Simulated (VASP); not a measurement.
# BaAg2As2 (I4/mmm) in VASP: further runs

The runs below take BaAg2As2 through single point, with LDA, PBEsol.

Everything below comes from runs of VASP 6.6.1. Logs are shortened: lines on timing, memory, paths and dates and some standing lists are left out, and cuts for length are marked.

### Step 1. The cell of the first run

Symmetry: I4/mmm, No. 139, tetragonal system. The conventional cell has a = 4.428 Å, b = 4.428 Å, c = 11.117 Å, α = 90.00°, β = 90.00°, γ = 90.00°. Ba (site symmetry 4/mmm) has 10 As at 3.39 to 4.25 Å and 8 Ag at 3.55 Å and 4 Ba at 4.43 Å within 4.5 Å. Within 3.6 Å of Ag (site symmetry -4m2) lie 4 As at 2.66 Å and 4 Ag at 3.13 Å and 4 Ba at 3.55 Å. As (site symmetry 4mm) has 1 As at 2.61 Å and 4 Ag at 2.66 Å and 4 Ba at 3.39 Å within 3.4 Å.

### Step 2. Single point, LDA

INCAR reads:

```
  ALGO = Normal
  EDIFF = 1E-6
  ENCUT = 520
  ISIF = 2
  ISMEAR = -1
  LASPH = True
  LCHARG = False
  LREAL = False
  LWAVE = False
  NBANDS = 29
  NELM = 80
  PREC = Accurate
  SIGMA = 0.1
```

KPOINTS reads:

```
k-points
0
Gamma
  8 8 8
```

POSCAR reads:

```
BaAg2As2
1.0
   -2.2140113405      2.2140113405      5.5586319545
    2.2140113405     -2.2140113405      5.5586319545
    2.2140113405      2.2140113405     -5.5586319545
Ba Ag As
1 2 2
Direct
    0.0000000000      0.0000000000      0.0000000000
    0.7500000000      0.2500000000      0.5000000000
    0.2500000000      0.7500000000      0.5000000000
    0.3825805622      0.3825805622      0.0000000000
    0.6174194378      0.6174194378      0.0000000000
```

Potentials or basis: VASP PAW LDA potentials, release 64 (Ba_sv, Ag, As).

Run with:

```sh
$ cat potpaw_LDA.64/Ba_sv/POTCAR potpaw_LDA.64/Ag/POTCAR potpaw_LDA.64/As/POTCAR > POTCAR
$ mpirun -np 1 vasp_std > vasp.out
```

OUTCAR:

```text
EDIFF = 1E-6
   ENCUT = 520
   ISIF = 2
   ISMEAR = -1
   LASPH = True
   LREAL = False
   NELM = 80
   PREC = Accurate

 ion  position               nearest neighbor table
   1  0.000  0.000  0.000-   5 3.39   5 3.39   5 3.39   4 3.39   5 3.39   4 3.39   4 3.39   4 3.39
                             2 3.55   3 3.55   2 3.55   3 3.55   2 3.55   2 3.55   3 3.55   3 3.55
   2  0.750  0.250  0.500-   4 2.66   5 2.66   4 2.66   5 2.66   3 3.13   3 3.13   3 3.13   3 3.13
                             1 3.55   1 3.55   1 3.55   1 3.55
   3  0.250  0.750  0.500-   4 2.66   5 2.66   4 2.66   5 2.66   2 3.13   2 3.13   2 3.13   2 3.13
                             1 3.55   1 3.55   1 3.55   1 3.55
   4  0.383  0.383  0.000-   5 2.61   3 2.66   2 2.66   3 2.66   2 2.66   1 3.39   1 3.39   1 3.39
                             1 3.39
   5  0.617  0.617  0.000-   4 2.61   2 2.66   3 2.66   2 2.66   3 2.66   1 3.39   1 3.39   1 3.39
                             1 3.39

  LATTYP: Found a body centered tetragonal cell.
 ALAT       =     4.4280226810
 C/A-ratio  =     2.5106610128

  Lattice vectors:

 A1 = (  -2.2140113405,   2.2140113405,   5.5586319545)
 A2 = (   2.2140113405,  -2.2140113405,   5.5586319545)
 A3 = (   2.2140113405,   2.2140113405,  -5.5586319545)

Analysis of symmetry for initial positions (statically):
=====================================================================
 Subroutine PRICEL returns:
 Original cell was already a primitive cell.

 Routine SETGRP: Setting up the symmetry group for a
 body centered tetragonal supercell.

 Subroutine GETGRP returns: Found 16 space group operations
 (whereof 16 operations were pure point group operations)
 out of a pool of 16 trial point group operations.

The static configuration has the point symmetry D_4h.

Analysis of symmetry for dynamics (positions and initial velocities):
=====================================================================
 Subroutine PRICEL returns:
 Original cell was already a primitive cell.

 Routine SETGRP: Setting up the symmetry group for a
 body centered tetragonal supercell.

 Subroutine GETGRP returns: Found 16 space group operations
 (whereof 16 operations were pure point group operations)
 out of a pool of 16 trial point group operations.

The dynamic configuration has the point symmetry D_4h.

 Subroutine INISYM returns: Found 16 space group operations
 (whereof 16 operations are pure point group operations),
 and found     1 'primitive' translations

----------------------------------------------------------------------------------------

                                     Primitive cell

  volume of cell :     108.9902

  direct lattice vectors                    reciprocal lattice vectors
    -2.214011340  2.214011340  5.558631955     0.000000000  0.225834435  0.089950190
     2.214011340 -2.214011340  5.558631955     0.225834435  0.000000000  0.089950190
     2.214011340  2.214011340 -5.558631955     0.225834435  0.225834435  0.000000000

  length of vectors
     6.379818308  6.379818308  6.379818308     0.243088932  0.243088932  0.319378121

  position of ions in fractional coordinates (direct lattice)
     0.000000000  0.000000000  0.000000000
     0.750000000  0.250000000  0.500000000
     0.250000000  0.750000000  0.500000000
     0.382580562  0.382580562  0.000000000
     0.617419438  0.617419438  0.000000000

  ion indices of the primitive-cell ions
   primitive index   ion index
                 1           1
                 2           2
                 3           3
                 4           4
                 5           5

----------------------------------------------------------------------------------------

 KPOINTS: k-points

Automatic generation of k-mesh.
 Grid dimensions read from file:
 generate k-points for:    8    8    8

 Generating k-lattice:

  Cartesian coordinates                     Fractional coordinates (reciprocal lattice)
     0.000000000  0.028229304  0.011243774     0.125000000  0.000000000  0.000000000
     0.028229304  0.000000000  0.011243774     0.000000000  0.125000000  0.000000000
     0.028229304  0.028229304  0.000000000     0.000000000  0.000000000  0.125000000

  Length of vectors
     0.030386116  0.030386116  0.039922265

  Shift w.r.t. Gamma in fractional coordinates (k-lattice)
     0.000000000  0.000000000  0.000000000

 Subroutine IBZKPT returns following result:
 ===========================================

 Found     59 irreducible k-points:

 Following reciprocal coordinates:
            Coordinates               Weight
  0.000000  0.000000  0.000000      1.000000
  0.125000  0.000000  0.000000      8.000000
  0.250000  0.000000  0.000000      8.000000
  0.375000  0.000000 -0.000000      8.000000
  0.500000  0.000000  0.000000      4.000000
  0.125000  0.125000  0.000000      8.000000
[... 16 lines left out ...]
  0.250000  0.125000  0.125000     16.000000
  0.375000  0.125000  0.125000      8.000000
 [... further k-points ...]
   k-points           NKPTS =     59   k-points in BZ     NKDIM =     59   number of bands    NBANDS=     29
   number of dos      NEDOS =    301   number of ions     NIONS =      5
   total plane-waves  NPLWV = 110592
   dimension x,y,z NGX =    48 NGY =   48 NGZ =   48
   dimension x,y,z NGXF=    96 NGYF=   96 NGZF=   96
   ions per type =               1   2   2
   NGX,Y,Z   is equivalent  to a cutoff of  12.51, 12.51, 12.51 a.u.
   NGXF,Y,Z  is equivalent  to a cutoff of  25.02, 25.02, 25.02 a.u.
 SYSTEM =  unknown system
   PREC   = accura    normal or accurate (medium, high low for compatibility)
   ISTART =      0    job   : 0-new  1-cont  2-samecut
   ICHARG =      2    charge: 1-file 2-atom 10-const
   ISPIN  =      1    spin polarized calculation?
   LNONCOLLINEAR =      F non collinear calculations
   LSORBIT =      F    spin-orbit coupling
   LASPH  =      T    aspherical Exc in radial PAW
   ENCUT  =  520.0 eV  38.22 Ry    6.18 a.u.  11.86 11.86 11.86*2*pi/ulx,y,z
   NELM   =     80;   NELMIN=  2; NELMDL= -5     # of ELM steps
   EDIFF  = 0.1E-05   stopping-criterion for ELM
   LREAL  =      F    real-space projection
   EDIFFG = 0.1E-04   stopping-criterion for IOM
   NSW    =      0    number of steps for IOM
   IBRION =     -1    ionic relax: 0-MD 1-quasi-New 2-CG
   NFREE  =      0    steps in history (QN), initial steepest desc. (CG)
   ISIF   =      2    stress and relaxation
   ISYM   =      2    0-nonsym 1-usesym 2-fastsym
   POTIM  = 0.5000    time-step for ionic-motion
   TEBEG  =    0.0;   TEEND  =   0.0 temperature during run
   PSTRESS=    0.0 pullay stress
   NELECT =      42.0000    total number of electrons
   NUPDOWN=      -1.0000    fix difference up-down
   EMIN   =  10.00;   EMAX   =-10.00  energy-range for DOS
   EFERMI =   0.00;   METHOD = LEGACY
   ISMEAR =    -1;   SIGMA  =   0.10  broadening in eV -4-tet -1-fermi 0-gaus
   EFERMI_NEDOS =   21; number of points for ismear=-14 and -15
   IALGO  =     38    algorithm
   IMIX   =      4    mixing-type and parameters
     AMIX     =   0.40;   BMIX     =  1.00
     AMIX_MAG =   1.60;   BMIX_MAG =  1.00
  volume/ion in A,a.u.               =      21.80       147.10
  Fermi-wavevector in a.u.,A,eV,Ry     =   1.191321  2.251270 19.310004  1.419245
  Thomas-Fermi vector in A             =   2.327385
   LORBIT       =      0    0 simple, 1 ext, 2 COOP (PROOUT), +10 PAW based schemes
   GGA     = CA    functional components
   LHFCALC =     F    Hartree Fock is set to
   AEXX    =    0.0000 exact exchange contribution
   IVDW    =     0    specifies the selected vdW correction
   LEPSILON=     F    determine dielectric tensor
   LRPA    =     F    only Hartree local field effects (RPA)
 non-spin polarized calculation
  energy-cutoff  :      520.00
  volume of cell :      108.99
 maximum number of plane-waves:      2950
   NGX = 23   NGY = 23   NGZ = 23

 number of electron      42.0000004 magnetization

 Free energy of the ion-electron system (eV)
  ---------------------------------------------------
  ext. energy  EPLUGINS =         0.00000000
  ---------------------------------------------------
  free energy    TOTEN  =       -23.16704951 eV

  energy without entropy =      -23.10677732  energy(sigma->0) =      -23.13691342

 E-fermi :   6.0592     XC(G=0): -10.8969

 val. band max:        6.0156140421   @ k =   0.3750   0.3750  -0.0000
 cond. band min:       6.0600554417   @ k =   0.3750   0.1250   0.1250
 fundamental gap:      0.0444413997
 Fermi energy:         6.0591823001

 k-point     1 :       0.0000    0.0000    0.0000
  band No.  band energies     occupation
      1     -21.5698      2.00000
      2      -7.0787      2.00000
      3      -6.8375      2.00000
      4      -6.8375      2.00000
      5      -6.4273      2.00000
      6      -4.2095      2.00000
[... 21 lines left out ...]
     28      10.6543      0.00000
     29      11.8375      0.00000

 k-point     2 :       0.1250    0.0000    0.0000
  band No.  band energies     occupation
      1     -21.5665      2.00000
      2      -7.1483      2.00000
      3      -7.0564      2.00000
      4      -6.8265      2.00000
      5      -6.0809      2.00000
      6      -4.2500      2.00000
[... 21 lines left out ...]
     28      10.2554      0.00000
     29      11.4295      0.00000

 k-point     3 :       0.2500    0.0000    0.0000
  band No.  band energies     occupation
      1     -21.5584      2.00000
      2      -7.4893      2.00000
      3      -7.0355      2.00000
      4      -6.7995      2.00000
      5      -5.6057      2.00000
      6      -4.3618      2.00000
[... 21 lines left out ...]
     28      10.8429      0.00000
     29      10.9229      0.00000

 k-point     4 :       0.3750    0.0000   -0.0000
  band No.  band energies     occupation
      1     -21.5503      2.00000
      2      -7.7205      2.00000
      3      -6.9974      2.00000
      4      -6.7721      2.00000
      5      -5.2276      2.00000
      6      -4.5016      2.00000
[... 597 lines left out ...]
     28      10.7958      0.00000
     29      11.6140      0.00000

 k-point    23 :       0.2500    0.1250    0.1250
  band No.  band energies     occupation
      1     -21.5403      2.00000
      2      -7.5152      2.00000
      3      -7.0051      2.00000
      4      -6.9541      2.00000
      5      -5.4448      2.00000
      6      -4.4096      2.00000
[... 21 lines left out ...]
     28      11.0906      0.00000
     29      11.4302      0.00000

 k-point    24 :       0.3750    0.1250    0.1250
  band No.  band energies     occupation
      1     -21.5372      2.00000
      2      -7.5533      2.00000
      3      -6.9768      2.00000
      4      -6.9417      2.00000
      5      -5.4461      2.00000
      6      -4.4389      2.00000
[... 21 lines left out ...]
     28      10.9995      0.00000
     29      12.1358      0.00000

 [... further k-points ...]
[... 5 lines left out ...]
  --------------------------------------------------------------------------------------
  -------------------------------------------------------------------------------------
  Total        0.4531561      0.4531561      0.4111464      0.0000000     -0.0000000      0.0000000
  in kB        6.6614816      6.6614816      6.0439314      0.0000000     -0.0000000      0.0000000
  external PRESSURE =       6.4556316 kB  Pullay stress =       0.0000000 kB

 VOLUME and BASIS-vectors are now :
 -----------------------------------------------------------------------------
  energy-cutoff  :      520.00
  volume of cell :      108.99
      direct lattice vectors                 reciprocal lattice vectors
    -2.214011340  2.214011340  5.558631955     0.000000000  0.225834435  0.089950190
     2.214011340 -2.214011340  5.558631955     0.225834435  0.000000000  0.089950190
     2.214011340  2.214011340 -5.558631955     0.225834435  0.225834435  0.000000000

 POSITION                                       TOTAL-FORCE (eV/Angst)
 -----------------------------------------------------------------------------------
      0.00000      0.00000      0.00000        -0.000000     -0.000000      0.000000
      0.00000      2.21401      2.77932        -0.000000     -0.000000      0.000000
      2.21401      0.00000      2.77932        -0.000000     -0.000000      0.000000
      0.00000      0.00000      4.25325        -0.000000     -0.000000     -0.028895
      0.00000      0.00000      6.86401         0.000000      0.000000      0.028895
 -----------------------------------------------------------------------------------
    total drift:                                0.000000     -0.000000      0.000000

  FREE ENERGIE OF THE ION-ELECTRON SYSTEM (eV)
  ---------------------------------------------------
  free  energy   TOTEN  =       -23.1670495149 eV

  energy  without entropy=      -23.1067773166  energy(sigma->0) =      -23.13691342
```

Wall time 2.5 min (1 thread of Intel Xeon 6975P-C (Granite Rapids), shared host); peak memory 0.39 GiB.

Results:

```
Free energy            : -23.1670 eV
Pressure               : 0.6 GPa
Largest force          : 0.029 eV/Å
Band gap on the k mesh : zero (bands 21 and 22 overlap by 1.07 eV)
```

Forces on the atoms (eV/Å):
```
Ba   0.000  0.000  0.000
Ag   0.000  0.000  0.000
Ag   0.000  0.000  0.000
As   0.000  0.000 -0.029
As   0.000  0.000  0.029
```

Levels at points of the mesh, in eV from the Fermi level:
| k point | band 17 | band 18 | band 19 | band 20 | band 21 | band 22 | band 23 | band 24 | band 25 | band 26 |
| --- | --- | --- | --- | --- | --- | --- | --- | --- | --- | --- |
| (0.00, 0.00, 0.00) | -3.79 | -2.14 | -2.14 | -0.47 | -0.47 | 0.02 | 1.53 | 2.44 | 3.19 | 3.62 |
| (0.50, 0.00, 0.00) | -4.44 | -3.75 | -1.85 | -1.01 | -0.17 | 0.13 | 1.73 | 2.86 | 2.94 | 3.59 |
| (0.50, 0.50, 0.00) | -3.96 | -2.80 | -2.80 | -2.39 | -2.25 | 0.01 | 2.80 | 3.14 | 5.02 | 5.36 |
| (0.50, 0.50, 0.50) | -2.16 | -2.16 | -1.74 | -1.06 | 0.10 | 0.82 | 0.82 | 1.71 | 3.49 | 3.58 |

Caveat: spin-orbit coupling is left out, which moves the levels of the heavy elements.

### Step 3. Single point, PBEsol

This run uses another cell than the first one, of 22.53 Å³/atom.

INCAR reads:

```
PREC = Accurate
ENCUT = 520
EDIFF = 1E-6
ISMEAR = -1
SIGMA = 0.1
LREAL = False
LASPH = True
NELM = 60
ALGO = Normal
ISIF = 2
LWAVE = False
LCHARG = False
GGA = PS
NBANDS = 29
```

KPOINTS reads:

```
Automatic mesh
0
Gamma
  8 8 8
```

POSCAR reads:

```
BaAg2As2
1.0
   -2.2381200759      2.2381200759      5.6230521860
    2.2381200759     -2.2381200759      5.6230521860
    2.2381200759      2.2381200759     -5.6230521860
Ba Ag As
1 2 2
Direct
    0.0000000000      0.0000000000      0.0000000000
    0.7500000000      0.2500000000      0.5000000000
    0.2500000000      0.7500000000      0.5000000000
    0.3832452646      0.3832452646      0.0000000000
    0.6167547354      0.6167547354      0.0000000000
```

Potentials or basis: VASP PAW PBE potentials, release 64 (Ba_sv, Ag, As).

Run with:

```sh
$ cat potpaw_PBE.64/Ba_sv/POTCAR potpaw_PBE.64/Ag/POTCAR potpaw_PBE.64/As/POTCAR > POTCAR
$ mpirun -np 1 vasp_std > vasp.out
```

Run time: 2.6 min. Hardware: 1 thread of Intel Xeon 6975P-C (Granite Rapids), shared host; peak memory 0.44 GiB.

Results (log left out):

```yaml
Free_energy: -21.5064 eV
Pressure: 0.5 GPa
Largest_force: 0.035 eV/Å
Band_gap_on_the_k_mesh: zero (bands 21 and 22 overlap by 1.02 eV)
```

Forces in eV/Å, atoms in the order of the input:
```
Ba   0.000  0.000  0.000
Ag   0.000  0.000  0.000
Ag   0.000  0.000  0.000
As   0.000  0.000 -0.035
As   0.000  0.000  0.035
```

Levels at points of the mesh, in eV from the Fermi level:
```csv
k point,band 19,band 20,band 21,band 22,band 23,band 24
"(0.00, 0.00, 0.00)",-2.04,-0.52,-0.52,0.10,1.42,2.43
"(0.50, 0.00, 0.00)",-1.82,-1.02,-0.17,0.12,1.73,2.84
"(0.50, 0.50, 0.00)",-2.74,-2.30,-2.27,0.02,2.70,3.03
"(0.50, 0.50, 0.50)",-1.74,-1.11,0.15,0.76,0.76,1.63
```

Caveat: the PAW data sets were made with another functional, which shifts forces and pressure a little; spin-orbit coupling is left out, which moves the levels of the heavy elements.

The gap in the log of VASP goes by the Fermi energy; the results here count the filled bands.